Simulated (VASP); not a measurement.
A run of VASP 6.6.1 is set up as follows.

POSCAR

```
Ru
1.0
   14.0000000000      0.0000000000      0.0000000000
    0.0000000000     14.4000000000      0.0000000000
    0.0000000000      0.0000000000     14.8000000000
Ru
1
Direct
    0.5000000000      0.5000000000      0.5000000000
```

File INCAR.step1:

```
SYSTEM = Ru
PREC = Accurate ; ENCUT = 520
EDIFF = 1E-5 ; ISMEAR = -1
SIGMA = 0.01 ; LREAL = .FALSE.
LASPH = .TRUE. ; NELM = 150
ALGO = Normal ; ISIF = 2
LWAVE = .TRUE. ; LCHARG = .FALSE.
ISPIN = 2 ; MAGMOM = 4
LORBIT = 11 ; LMAXMIX = 4
NBANDS = 17 ; GGA = PE
ISYM = 0
```

The input INCAR.step2:

```
SYSTEM = Ru
PREC = Accurate ; ENCUT = 520
EDIFF = 1E-7 ; ISMEAR = -1
SIGMA = 0.01 ; LREAL = .FALSE.
LASPH = .TRUE. ; NELM = 150
ALGO = Normal ; ISIF = 2
LWAVE = .FALSE. ; LCHARG = .FALSE.
ISPIN = 2 ; MAGMOM = 4
LORBIT = 11 ; LMAXMIX = 4
GGA = PE ; LHFCALC = .TRUE.
HFSCREEN = 0.2079 ; PRECFOCK = Normal
NBANDS = 17 ; ISTART = 1
ISYM = 0
```

KPOINTS

```
regular mesh
0
G
  1 1 1
  0 0 0
```

Potentials or basis: VASP PAW PBE potentials, release 64 (Ru_pv).

Run with:

```bash
$ cat potpaw_PBE.64/Ru_pv/POTCAR > POTCAR
$ cp INCAR.step1 INCAR
$ mpirun -np 1 vasp_gam > vasp.out
$ cp INCAR.step2 INCAR
$ mpirun -np 1 vasp_gam > vasp.out
```

(1) Estimate the band gap on the k mesh.

(2) Estimate the site moments.

(3) Estimate the net moment.

(4) Estimate the pressure.

Answers

(1) 2.29 eV.

(2) Ru +2.91 μB.

(3) 4.00 μB per cell.

(4) 0.0 GPa.

Caveat: the PAW data sets were made with another functional, which shifts forces and pressure a little.
